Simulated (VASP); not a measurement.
# Se (P3_121) in VASP: a series of runs, part 2 of 2

VASP 6.6.1.

### 3 Single point, PBE

INCAR

```
SYSTEM = Se
ALGO = Normal
EDIFF = 1E-6
ENCUT = 520
GGA = PE
ISIF = 2
ISMEAR = -1
LASPH = .True.
LCHARG = .False.
LREAL = .False.
LWAVE = .False.
NBANDS = 16
NELM = 60
PREC = Accurate
SIGMA = 0.05
```

KPOINTS

```
k-points
0
Gamma
  8 8 6
  0 0 0
```

POSCAR

```
Se
1.0
    4.5203796332      0.0000000000      0.0000000000
   -2.2601898166      3.9147635971      0.0000000000
    0.0000000000      0.0000000000      5.0453124951
Se
3
Direct
    0.2189274285      0.0000000000      0.3333333333
    1.0000000000      0.2189274285      0.6666666667
    0.7810725715      0.7810725715      0.0000000000
```

Potentials or basis: VASP PAW PBE potentials, release 64 (Se).

Launch:

```sh
cat potpaw_PBE.64/Se/POTCAR > POTCAR
mpirun -np 1 vasp_std > vasp.out
```

OUTCAR:

```text
SYSTEM = Se
   EDIFF = 1E-6
   ENCUT = 520
   GGA = PE
   ISIF = 2
   ISMEAR = -1
   LASPH = .True.
   LREAL = .False.
   NELM = 60
   PREC = Accurate

 ion  position               nearest neighbor table
   1  0.219  0.000  0.333-   3 2.40   2 2.40
   2  0.000  0.219  0.667-   3 2.40   1 2.40
   3  0.781  0.781  0.000-   2 2.40   1 2.40

  LATTYP: Found a hexagonal cell.
 ALAT       =     4.5203796332
 C/A-ratio  =     1.1161258355

  Lattice vectors:

 A1 = (   4.5203796332,   0.0000000000,   0.0000000000)
 A2 = (  -2.2601898166,   3.9147635971,   0.0000000000)
 A3 = (   0.0000000000,   0.0000000000,   5.0453124951)

Analysis of symmetry for initial positions (statically):
=====================================================================
 Subroutine PRICEL returns:
 Original cell was already a primitive cell.

 Routine SETGRP: Setting up the symmetry group for a
 hexagonal supercell.

 Subroutine GETGRP returns: Found  6 space group operations
 (whereof  2 operations were pure point group operations)
 out of a pool of 24 trial point group operations.
[... 161 lines left out ...]
  ext. energy  EPLUGINS =         0.00000000
  ---------------------------------------------------
  free energy    TOTEN  =       -10.51074032 eV

  energy without entropy =      -10.51073982  energy(sigma->0) =      -10.51074007

 E-fermi :   2.4045     XC(G=0):  -8.4308

 val. band max:        1.8410173986   @ k =   0.5000   0.0000   0.5000
 cond. band min:       2.9709323031   @ k =   0.3750   0.2500   0.5000
 fundamental gap:      1.1299149044
 Fermi energy:         2.4045121568

 k-point     1 :       0.0000    0.0000    0.0000
  band No.  band energies     occupation
      1     -13.5353      2.00000
      2      -9.7180      2.00000
      3      -9.7180      2.00000
      4      -1.8825      2.00000
      5      -1.8825      2.00000
      6      -1.5821      2.00000
[... 433 lines left out ...]
      3      -9.1878      2.00000
      4      -2.9577      2.00000
      5      -2.7506      2.00000
      6      -1.2287      2.00000
[... 8 lines left out ...]
     15      10.3657      0.00000
     16      11.2438      0.00000

 [... further k-points ...]
[... 5 lines left out ...]
  --------------------------------------------------------------------------------------
  -------------------------------------------------------------------------------------
  Total        0.0434461      0.0434461      0.0636053     -0.0000000      0.0000000      0.0000000
  in kB        0.7796385      0.7796385      1.1413927     -0.0000000      0.0000000      0.0000000
  external PRESSURE =       0.9002232 kB  Pullay stress =       0.0000000 kB

 VOLUME and BASIS-vectors are now :
 -----------------------------------------------------------------------------
  energy-cutoff  :      520.00
  volume of cell :       89.28
      direct lattice vectors                 reciprocal lattice vectors
     4.520379633  0.000000000  0.000000000     0.221220358  0.127721633  0.000000000
    -2.260189817  3.914763597  0.000000000     0.000000000  0.255443266  0.000000000
     0.000000000  0.000000000  5.045312495     0.000000000  0.000000000  0.198203778

 POSITION                                       TOTAL-FORCE (eV/Angst)
 -----------------------------------------------------------------------------------
      0.98964      0.00000      1.68177         0.022983      0.000000      0.000000
     -0.49482      0.85705      3.36354        -0.011492      0.019904     -0.000000
      1.76537      3.05771      0.00000        -0.011492     -0.019904      0.000000
 -----------------------------------------------------------------------------------
    total drift:                                0.000000      0.000001     -0.000000

  FREE ENERGIE OF THE ION-ELECTRON SYSTEM (eV)
  ---------------------------------------------------
  free  energy   TOTEN  =       -10.5107403174 eV

  energy  without entropy=      -10.5107398156  energy(sigma->0) =      -10.51074007
```

It took 2.4 min on 1 thread of AMD EPYC 7R13, shared host; peak memory 0.21 GiB.

Results:

```
Free energy            : -10.5107 eV
Pressure               : 0.1 GPa
Largest force          : 0.023 eV/Å
Band gap on the k mesh : 1.13 eV, indirect (least direct gap 1.22 eV)
```

Forces on the atoms (eV/Å):
```
Se   0.023  0.000  0.000
Se  -0.011  0.020  0.000
Se  -0.011 -0.020  0.000
```

Levels at points of the mesh, in eV from the valence-band top:
```tsv
k point	band 6	band 7	band 8	band 9	band 10	band 11	band 12	band 13
(0.00, 0.00, 0.00)	-3.42	-1.85	-1.85	-0.31	1.93	1.93	2.30	5.89
(0.50, 0.00, 0.00)	-3.09	-2.59	-1.69	-0.87	2.00	2.42	3.85	5.65
(0.00, 0.00, 0.50)	-3.22	-1.32	-1.32	-0.95	1.34	1.38	1.38	6.51
(0.50, 0.00, 0.50)	-3.96	-1.58	-1.13	0.00	1.54	2.64	2.93	6.33
```

A k mesh can miss the band edges. As with any semilocal functional, this PBE gap is likely too small.
